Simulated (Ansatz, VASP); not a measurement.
One calculation of W, two programs

```xyz
1
Lattice="-1.6612 1.6612 1.6612 1.6612 -1.6612 1.6612 1.6612 1.6612 -1.6612" Properties=species:S:1:pos:R:3 pbc="T T T"
W     0.0000    0.0000    0.0000
```

Change from the starting cell: strain +0.040 along x and y, +0.040 along z, atoms carried along.

Alike in both runs: task single point; functional PBEsol; k mesh 20 × 20 × 20; occupations gaussian, width 0.15 eV; no spin polarisation.

```csv
,VASP,Ansatz
version,VASP 6.6.1,Ansatz 0.2.0
potentials or method,"VASP PAW PBE potentials, release 64 (W_sv), cutoff 520 eV","scalar-relativistic, plane waves, PAW"
valence electrons in the cell,14,14
```

Ansatz gave:

* gap on the k mesh at the Fermi level (eV): none
* pressure (GPa): -36.3

Q: Which values does VASP return?

A: gap on the k mesh at the Fermi level (eV): none; pressure (GPa): -36.1.

VASP's potentials were made for PBE, not for PBEsol. A gap of «none» marks a metal or a gap that the smearing closes. Both programs put the cell under strong tension, so it lies far from rest at this level.

Spin-orbit coupling is off throughout. Noted on VASP's run: the cell as given lies far from equilibrium.
